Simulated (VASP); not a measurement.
# Cu4HO4 in VASP: further runs

Cu4HO4 is run at these levels: PBE; tasks: single point.

All numbers are computed with VASP 6.6.1; they aren't measurements. Logs are shortened: lines on timing, memory, paths and dates and some standing lists are left out, and cuts for length are marked.

### 1 The cell of the first run

The cell holds a slab with vacuum, 9 atoms: a = 2.949 Å, b = 2.949 Å, c = 28.015 Å, α = 90.00°, β = 90.00°, γ = 90.16°.

### 2 Single point, PBE

File INCAR:

```
PREC = Accurate ; ENCUT = 520
EDIFF = 1E-7 ; ISMEAR = 0
SIGMA = 0.1 ; LREAL = False
LASPH = True ; NELM = 60
ALGO = Normal ; ISIF = 2
LWAVE = False ; LCHARG = False
LDIPOL = True ; IDIPOL = 3
DIPOL = 0.5 0.5 0.488 ; GGA = PE
NBANDS = 44
```

File KPOINTS:

```
regular mesh
0
Gamma
  10 10 1
```

File POSCAR:

```
Cu4HO4
1.0
    2.9487032640      0.0000000000      0.0000000000
   -0.0081921837      2.9486918841      0.0000000000
    0.0000000000      0.0000000000     28.0147087045
O Cu H
4 4 1
Direct
    0.5000000000      0.5000000000      0.3034120430
    0.5000000000      0.5000000000      0.3953505702
    0.5000000000      0.5000000000      0.4871927520
    0.5000000000      0.5000000000      0.5777660918
    0.5000000000      0.0000000000      0.3493813066
    0.0000000000      0.5000000000      0.4413198338
    0.5000000000      0.0000000000      0.5329074005
    0.0000000000      0.5000000000      0.6246777495
    0.0000000000      0.5000000000      0.6778044339
```

Potentials or basis: VASP PAW PBE potentials, release 64 (O, Cu, H).

Started as:

```
cat potpaw_PBE.64/O/POTCAR potpaw_PBE.64/Cu/POTCAR potpaw_PBE.64/H/POTCAR > POTCAR
mpirun -np 1 vasp_std > vasp.out
```

OUTCAR:

```text
PREC = Accurate
   ENCUT = 520
   EDIFF = 1E-7
   ISMEAR = 0
   LREAL = False
   LASPH = True
   NELM = 60
   ISIF = 2
   GGA = PE

 ion  position               nearest neighbor table
   1  0.500  0.500  0.303-   5 1.96   5 1.96
   2  0.500  0.500  0.395-   6 1.96   6 1.96   5 1.96   5 1.96
   3  0.500  0.500  0.487-   7 1.95   7 1.95   6 1.96   6 1.96
   4  0.500  0.500  0.578-   7 1.94   7 1.94   8 1.98   8 1.98
   5  0.500  0.000  0.349-   1 1.96   2 1.96   1 1.96   2 1.96
   6  0.000  0.500  0.441-   3 1.96   3 1.96   2 1.96   2 1.96
   7  0.500  0.000  0.533-   4 1.94   4 1.94   3 1.95   3 1.95
   8  0.000  0.500  0.625-   9 1.49   4 1.98   4 1.98
   9  0.000  0.500  0.678-   8 1.49

  LATTYP: Found a base centered orthorhombic cell.
 ALAT       =     4.1642993697
 B/A-ratio  =     1.0027821027
 C/A-ratio  =     6.7273522428

  Lattice vectors:

 A1 = (   2.9487032640,   0.0000000000,   0.0000000000)
 A2 = (  -0.0081921837,   2.9486918841,   0.0000000000)
 A3 = (   0.0000000000,   0.0000000000,  28.0147087045)

Analysis of symmetry for initial positions (statically):
=====================================================================
 Subroutine PRICEL returns:
 Original cell was already a primitive cell.

 Routine SETGRP: Setting up the symmetry group for a
 base centered orthorhombic supercell.

 Subroutine GETGRP returns: Found  2 space group operations
 (whereof  2 operations were pure point group operations)
 out of a pool of  8 trial point group operations.

The static configuration has the point symmetry C_2 .

Analysis of symmetry for dynamics (positions and initial velocities):
=====================================================================
 Subroutine PRICEL returns:
 Original cell was already a primitive cell.

 Routine SETGRP: Setting up the symmetry group for a
 base centered orthorhombic supercell.

 Subroutine GETGRP returns: Found  2 space group operations
 (whereof  2 operations were pure point group operations)
 out of a pool of  8 trial point group operations.

The dynamic configuration has the point symmetry C_2 .

 Subroutine INISYM returns: Found  2 space group operations
 (whereof  2 operations are pure point group operations),
 and found     1 'primitive' translations

----------------------------------------------------------------------------------------

                                     Primitive cell

  volume of cell :     243.5828

  direct lattice vectors                    reciprocal lattice vectors
     2.948703264  0.000000000  0.000000000     0.339132124  0.000942192  0.000000000
    -0.008192184  2.948691884  0.000000000     0.000000000  0.339133432  0.000000000
     0.000000000  0.000000000 28.014708704     0.000000000  0.000000000  0.035695534

  length of vectors
     2.948703264  2.948703264 28.014708704     0.339133432  0.339133432  0.035695534

  position of ions in fractional coordinates (direct lattice)
     0.500000000  0.500000000  0.303412043
     0.500000000  0.500000000  0.395350570
     0.500000000  0.500000000  0.487192752
     0.500000000  0.500000000  0.577766092
     0.500000000  0.000000000  0.349381307
     0.000000000  0.500000000  0.441319834
     0.500000000  0.000000000  0.532907401
     0.000000000  0.500000000  0.624677750
     0.000000000  0.500000000  0.677804434

  ion indices of the primitive-cell ions
   primitive index   ion index
                 1           1
                 2           2
                 3           3
                 4           4
                 5           5
                 6           6
                 7           7
                 8           8
                 9           9

----------------------------------------------------------------------------------------

 KPOINTS: regular mesh

Automatic generation of k-mesh.
 Grid dimensions read from file:
 generate k-points for:   10   10    1

 Generating k-lattice:

  Cartesian coordinates                     Fractional coordinates (reciprocal lattice)
     0.033913212  0.000094219  0.000000000     0.100000000  0.000000000  0.000000000
     0.000000000  0.033913343  0.000000000     0.000000000  0.100000000  0.000000000
     0.000000000  0.000000000  0.035695534     0.000000000  0.000000000  1.000000000

  Length of vectors
     0.033913343  0.033913343  0.035695534

  Shift w.r.t. Gamma in fractional coordinates (k-lattice)
     0.000000000  0.000000000  0.000000000

 Subroutine IBZKPT returns following result:
 ===========================================

 Found     52 irreducible k-points:

 Following reciprocal coordinates:
            Coordinates               Weight
  0.000000  0.000000  0.000000      1.000000
  0.100000  0.000000  0.000000      2.000000
  0.000000  0.100000  0.000000      2.000000
  0.200000  0.000000  0.000000      2.000000
  0.000000  0.200000  0.000000      2.000000
  0.300000  0.000000  0.000000      2.000000
[... 16 lines left out ...]
 -0.300000  0.100000  0.000000      2.000000
  0.100000 -0.300000  0.000000      2.000000
 [... further k-points ...]
   k-points           NKPTS =     52   k-points in BZ     NKDIM =     52   number of bands    NBANDS=     44
   number of dos      NEDOS =    301   number of ions     NIONS =      9
   total plane-waves  NPLWV = 120960
   dimension x,y,z NGX =    24 NGY =   24 NGZ =  210
   dimension x,y,z NGXF=    48 NGYF=   48 NGZF=  420
   ions per type =               4   4   1
   NGX,Y,Z   is equivalent  to a cutoff of  13.53, 13.53, 12.46 a.u.
   NGXF,Y,Z  is equivalent  to a cutoff of  27.06, 27.06, 24.92 a.u.
 SYSTEM =  unknown system
   PREC   = accura    normal or accurate (medium, high low for compatibility)
   ISTART =      0    job   : 0-new  1-cont  2-samecut
   ICHARG =      2    charge: 1-file 2-atom 10-const
   ISPIN  =      1    spin polarized calculation?
   LNONCOLLINEAR =      F non collinear calculations
   LSORBIT =      F    spin-orbit coupling
   LASPH  =      T    aspherical Exc in radial PAW
   ENCUT  =  520.0 eV  38.22 Ry    6.18 a.u.   5.48  5.48 52.09*2*pi/ulx,y,z
   NELM   =     60;   NELMIN=  2; NELMDL= -5     # of ELM steps
   EDIFF  = 0.1E-06   stopping-criterion for ELM
   LREAL  =      F    real-space projection
   EDIFFG = 0.1E-05   stopping-criterion for IOM
   NSW    =      0    number of steps for IOM
   IBRION =     -1    ionic relax: 0-MD 1-quasi-New 2-CG
   NFREE  =      0    steps in history (QN), initial steepest desc. (CG)
   ISIF   =      2    stress and relaxation
   ISYM   =      2    0-nonsym 1-usesym 2-fastsym
   POTIM  = 0.5000    time-step for ionic-motion
   TEBEG  =    0.0;   TEEND  =   0.0 temperature during run
   PSTRESS=    0.0 pullay stress
   NELECT =      69.0000    total number of electrons
   NUPDOWN=      -1.0000    fix difference up-down
   EMIN   =  10.00;   EMAX   =-10.00  energy-range for DOS
   EFERMI =   0.00;   METHOD = LEGACY
   ISMEAR =     0;   SIGMA  =   0.10  broadening in eV -4-tet -1-fermi 0-gaus
   EFERMI_NEDOS =   21; number of points for ismear=-14 and -15
   IALGO  =     38    algorithm
   IMIX   =      4    mixing-type and parameters
     AMIX     =   0.40;   BMIX     =  1.00
     AMIX_MAG =   1.60;   BMIX_MAG =  1.00
  volume/ion in A,a.u.               =      27.06       182.64
  Fermi-wavevector in a.u.,A,eV,Ry     =   1.075166  2.031770 15.728100  1.155983
  Thomas-Fermi vector in A             =   2.211015
   LORBIT       =      0    0 simple, 1 ext, 2 COOP (PROOUT), +10 PAW based schemes
   GGA     = PE    functional components
   LHFCALC =     F    Hartree Fock is set to
   AEXX    =    0.0000 exact exchange contribution
   IVDW    =     0    specifies the selected vdW correction
   LEPSILON=     F    determine dielectric tensor
   LRPA    =     F    only Hartree local field effects (RPA)
 non-spin polarized calculation
 Gauss-broadening in eV      SIGMA  =   0.10
  energy-cutoff  :      520.00
  volume of cell :      243.58
 maximum number of plane-waves:      6661
 NGX is ok and might be reduce to    24
   NGX = 11   NGY = 11   NGZ =105

 dipolmoment           0.000000      0.000000      0.032604 electrons x Angstroem

 number of electron      69.0000020 magnetization

 dipolmoment           0.000000      0.000000     -0.100662 electrons x Angstroem

 Free energy of the ion-electron system (eV)
  ---------------------------------------------------
  ext. energy  EPLUGINS =         0.00000000
  ---------------------------------------------------
  free energy    TOTEN  =       -39.81451044 eV

  energy without entropy =      -39.78410247  energy(sigma->0) =      -39.79930646

 E-fermi :  -2.9841     XC(G=0):  -4.9147

 val. band max:       -2.9852179931   @ k =   0.5000   0.3000   0.0000
 cond. band min:      -2.9781834272   @ k =   0.1000  -0.2000   0.0000
 fundamental gap:      0.0070345659
 Fermi energy:        -2.9841454142

 k-point     1 :       0.0000    0.0000    0.0000
  band No.  band energies     occupation
      1     -22.5163      2.00000
      2     -22.0162      2.00000
      3     -21.5131      2.00000
      4     -19.7904      2.00000
      5     -10.4778      2.00000
      6      -9.1408      2.00000
[... 36 lines left out ...]
     43       4.1195      0.00000
     44       4.9524      0.00000

 k-point     2 :       0.1000    0.0000    0.0000
  band No.  band energies     occupation
      1     -22.4681      2.00000
      2     -21.9859      2.00000
      3     -21.4863      2.00000
      4     -19.7628      2.00000
      5     -10.3985      2.00000
      6      -9.1427      2.00000
[... 1026 lines left out ...]
 k-point    24 :       0.1000   -0.3000    0.0000
  band No.  band energies     occupation
      1     -22.1486      2.00000
      2     -21.6796      2.00000
      3     -21.3507      2.00000
      4     -19.5794      2.00000
      5      -9.8834      2.00000
      6      -9.0623      2.00000
[... 36 lines left out ...]
     43       5.5340      0.00000
     44       6.2173      0.00000

 [... further k-points ...]

------------------------ aborting loop because EDIFF is reached ----------------------------------------

 vacuum level on the upper side and lower side of the slab       (xc-potential included)        -1.106         0.960

  FORCE on cell =-STRESS in cart. coord.  units (eV):
  Direction    XX          YY          ZZ          XY          YZ          ZX
  --------------------------------------------------------------------------------------
  -------------------------------------------------------------------------------------
  Total        0.2608504     -5.2934648     -2.6849576      0.0244333      0.0000000      0.0000000
  in kB        1.7157557    -34.8180173    -17.6604368      0.1607112      0.0000000      0.0000000
  external PRESSURE =     -16.9208995 kB  Pullay stress =       0.0000000 kB

 VOLUME and BASIS-vectors are now :
 -----------------------------------------------------------------------------
  energy-cutoff  :      520.00
  volume of cell :      243.58
      direct lattice vectors                 reciprocal lattice vectors
     2.948703264  0.000000000  0.000000000     0.339132124  0.000942192  0.000000000
    -0.008192184  2.948691884  0.000000000     0.000000000  0.339133432  0.000000000
     0.000000000  0.000000000 28.014708704     0.000000000  0.000000000  0.035695534

 POSITION                                       TOTAL-FORCE (eV/Angst)
 -----------------------------------------------------------------------------------
      1.47026      1.47435      8.50000        -0.000000      0.000000      2.089496
      1.47026      1.47435     11.07563        -0.000000      0.000000     -0.198851
      1.47026      1.47435     13.64856        -0.000000      0.000000     -0.000437
      1.47026      1.47435     16.18595         0.000000      0.000000      0.012982
      1.47435      0.00000      9.78782        -0.000000      0.000000     -1.913460
     -0.00410      1.47435     12.36345         0.000000      0.000000     -0.039493
      1.47435      0.00000     14.92925         0.000000      0.000000      0.011288
     -0.00410      1.47435     17.50017         0.000000      0.000000      0.007822
     -0.00410      1.47435     18.98849        -0.000000      0.000000      0.030652
 -----------------------------------------------------------------------------------
    total drift:                                0.000000      0.000000      0.000349

  FREE ENERGIE OF THE ION-ELECTRON SYSTEM (eV)
  ---------------------------------------------------
  free  energy   TOTEN  =       -39.8145104444 eV

  energy  without entropy=      -39.7841024707  energy(sigma->0) =      -39.79930646

 vacuum level on the upper side and lower side of the slab         3.347         5.444
```

It took 12 min on 1 thread of Intel Xeon 6975P-C (Granite Rapids), shared host; peak memory 0.63 GiB.

What came out:

```yaml
Free_energy: -39.8145 eV
Largest_force: 2.089 eV/Å
Band_gap_on_the_k_mesh: zero (an odd number of electrons rules out a gap without spin polarisation)
```

Forces in eV/Å, atoms in the order of the input:
```
O    0.000  0.000  2.089
O    0.000  0.000 -0.199
O    0.000  0.000  0.000
O    0.000  0.000  0.013
Cu   0.000  0.000 -1.913
Cu   0.000  0.000 -0.039
Cu   0.000  0.000  0.011
Cu   0.000  0.000  0.008
H    0.000  0.000  0.031
```

Caveat: an odd number of electrons without spin polarisation forces a metal; a magnetic or distorted state may lie lower.

[end of part 1 of 2]
